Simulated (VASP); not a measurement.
A run of VASP 6.6.1 is set up as follows.

File INCAR:

```
SYSTEM = Eu3Si
PREC = Accurate ; ENCUT = 520
EDIFF = 1E-6 ; ISMEAR = 0
SIGMA = 0.05 ; LREAL = .False.
LASPH = .True. ; NELM = 150
ALGO = Normal ; ISIF = 2
LWAVE = .False. ; LCHARG = .False.
ISPIN = 2 ; MAGMOM = 7.81 7.81 7.81 -0.2
LORBIT = 11 ; LMAXMIX = 6
LDAU = .True. ; LDAUTYPE = 2
LDAUL = 3 -1 ; LDAUU = 6 0
LDAUJ = 0 0 ; LDAUPRINT = 1
GGA = PE ; NBANDS = 40
```

KPOINTS

```
Automatic mesh
0
Gamma
  6 6 6
  0 0 0
```

File POSCAR:

```
Eu3Si
1.0
    5.0337393177      0.0000000000      0.0000000000
    0.0000000000      5.0337393177      0.0000000000
    0.0000000000      0.0000000000      5.0337393177
Eu Si
3 1
Direct
    0.0000000000      0.5000000000      0.5000000000
    0.5000000000      0.5000000000      0.0000000000
    0.5000000000      0.0000000000      0.5000000000
    0.0000000000      0.0000000000      0.0000000000
```

Potentials or basis: VASP PAW PBE potentials, release 64 (Eu, Si).

The run is started by

```sh
$ cat potpaw_PBE.64/Eu/POTCAR potpaw_PBE.64/Si/POTCAR > POTCAR
$ mpirun -np 1 vasp_std > vasp.out
```

(1) Predict the pressure.

(2) What does it give for the site moments?

Results:

(1) -0.5 GPa.

(2) Eu +6.80; Si -0.09 μB.

Caveat: the highest band is partly filled, so the run has too few bands.
